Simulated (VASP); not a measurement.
Ni: single point with PBE

The system is Ni.

```
Ni
1.0
     0.00000    1.76795    1.71491
     1.76795    0.00000    1.71491
     1.76795    1.76795    0.00000
Ni
1
Direct
  0.00000 0.00000 0.00000
```

This cell differs from its parent crystal: strain +0.000 along x and y, -0.030 along z.

```yaml
Program: VASP 6.6.1
Task: single point
Functional: PBE
Potentials_or_basis: VASP PAW PBE potentials, release 64 (Ni)
Cutoff: 520 eV
k_mesh: 22 × 22 × 22
Occupations: gaussian, width 0.15 eV
Spin: collinear spin, ferromagnetic start
Starting_moments: "[0.81] μB"
```

The pressure is 3.3 GPa and the net moment is 0.63 μB per cell. The site moments are Ni +0.64 μB. The valence electrons inside the program's atomic spheres are Ni 9.34.

Stress tensor (GPa, compression positive):
```
2.19 0.00 0.00
0.00 2.19 0.00
0.00 0.00 5.57
```

Levels at points of the mesh, in eV from the Fermi level:
Spin up:
| k point | band 2 | band 3 | band 4 | band 5 | band 6 | band 7 | band 8 | band 9 |
| --- | --- | --- | --- | --- | --- | --- | --- | --- |
| (0.00, 0.00, 0.00) | -2.52 | -2.52 | -2.34 | -1.37 | -1.17 | 23.87 | 27.72 | 27.72 |
| (0.50, 0.00, 0.00) | -2.55 | -2.35 | -0.63 | -0.56 | -0.31 | 5.78 | 22.22 | 24.43 |
| (0.50, 0.50, 0.00) | -4.28 | -0.56 | -0.45 | -0.45 | 2.95 | 9.91 | 14.46 | 14.46 |
| (0.50, 0.00, 0.50) | -4.25 | -0.54 | -0.53 | -0.41 | 2.22 | 9.08 | 15.22 | 15.25 |
Spin down:
| k point | band 3 | band 4 | band 5 | band 6 | band 7 | band 8 |
| --- | --- | --- | --- | --- | --- | --- |
| (0.00, 0.00, 0.00) | -1.77 | -1.59 | -0.78 | -0.58 | 23.71 | 27.69 |
| (0.50, 0.00, 0.00) | -1.73 | -0.37 | 0.12 | 0.20 | 6.20 | 22.09 |
| (0.50, 0.50, 0.00) | 0.07 | 0.41 | 0.41 | 2.92 | 10.14 | 14.47 |
| (0.50, 0.00, 0.50) | 0.07 | 0.32 | 0.46 | 2.18 | 9.33 | 15.22 |

Wall time 4.5 min on 1 thread of Intel(R) Xeon(R) Platinum 8259CL CPU @ 2.50GHz (Skylake/Cascade Lake) (shared host), peak memory 0.3 GiB.

Caveat: the cell differs from its parent crystal (strain +0.000 along x and y, -0.030 along z); the cell stands under pressure.
